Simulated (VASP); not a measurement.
Runs of VASP 6.6.1 on ScHg. The structure is that of space group Pm-3m (No. 221), or close to it. The cells are those of the table. 

```csv
cell,gap on the mesh (eV),pressure (GPa)
"a = 3.385 Å, 2 atoms",none,(b)
"a = 3.335 Å, 2 atoms",none,10.5
"a = 3.480 Å, 2 atoms",none,-3.6
"a = 3.433 Å, 2 atoms",none,0.1
"a = 3.614 Å, 2 atoms",none,-10.4
"a = 3.570 Å, 2 atoms",none,(a)
```

Alike in all rows: task single point; level LDA; potentials or basis VASP PAW LDA potentials, release 64 (Sc_sv, Hg); no spin polarisation; k mesh 8 × 8 × 8; cutoff (eV) 520; smearing methfessel-paxton 0.1 eV.

Problem. Estimate the missing entries.

Solution. (a) -8.7; (b) 4.6.

Caveats: spin-orbit coupling is left out, which moves the levels of the heavy elements; the cell stands under tension (at least some runs); the cell stands under pressure (at least some runs).

A k mesh can miss the band edges, and the runs leave out spin-orbit coupling on Hg.

A gap of «none» marks levels without a gap at the run's occupations.
